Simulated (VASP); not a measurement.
A run of VASP 6.6.1 is set up as follows.

INCAR

```
PREC     = Accurate       # precision mode
ENCUT    = 520            # plane-wave cutoff, eV
EDIFF    = 1E-6           # SCF threshold, eV
ISMEAR   = 0              # smearing method
SIGMA    = 0.01           # smearing width, eV
LREAL    = F              # projectors in reciprocal space
LASPH    = T              # aspherical terms in the spheres
NELM     = 80             # most SCF steps
ALGO     = Normal         # electronic algorithm
ISIF     = 2              # what is computed and relaxed
LWAVE    = F              # write WAVECAR
LCHARG   = F              # write CHGCAR
GGA      = PS             # functional
NBANDS   = 11             # bands
```

Contents of KPOINTS:

```
regular mesh
0
Gamma
  8 8 8
```

Contents of POSCAR:

```
NaH
1.0
    2.2410442664      2.2410442664      0.0000000000
   -2.2410442664      2.2410442664      0.0000000000
    0.0000000000      2.2410442664      2.2410442664
Na H
1 1
Direct
    0.0000000000      0.0000000000      0.0000000000
    0.5000000000      0.5000000000      0.0000000000
```

Potentials or basis: VASP PAW PBE potentials, release 64 (Na_pv, H).

The run is started by

```console
$ cat potpaw_PBE.64/Na_pv/POTCAR potpaw_PBE.64/H/POTCAR > POTCAR
$ mpirun -np 1 vasp_std > vasp.out
```

(1) Estimate the band gap on the k mesh.

(2) Predict the pressure.

Results:

(1) 3.93 eV, indirect (least direct gap 4.93 eV).

(2) 7.0 GPa.

Caveat: the PAW data sets were made with another functional, which shifts forces and pressure a little.
